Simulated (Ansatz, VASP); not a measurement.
Two plane-wave programs on LuAu

```
Au Lu
1.0
     3.39241    0.03819    0.14331
    -0.15703    3.60301    0.54020
    -0.36302    0.00673    3.87655
Au Lu
1 1
Direct
  0.16480 0.13964 0.71162
  0.67143 0.74447 0.25734
```

Alike in both runs: task single point; functional PBE; k mesh 8 × 7 × 7; occupations gaussian, width 0.1 eV; no spin polarisation.

|  | VASP | Ansatz |
| --- | --- | --- |
| version | VASP 6.6.1 | Ansatz 0.2.0 |
| potentials or method | VASP PAW PBE potentials, release 64 (Au, Lu), cutoff 520 eV | PAW, plane waves, scalar-relativistic |
| valence electrons in the cell | 36 | 44 |

```csv
,VASP,Ansatz,Ansatz less VASP
rms of the force components (eV/Å),0.275,0.270,-0.0054
```

Atom by atom the forces differ by 0.006 eV/Å (rms over components). With one functional, cell and mesh, what is left measures potentials, basis and numerics. VASP's potentials hold 36 valence electrons a cell and Ansatz's 44, so a difference there can come from the potentials and not from the codes.

Spin-orbit coupling is off throughout.
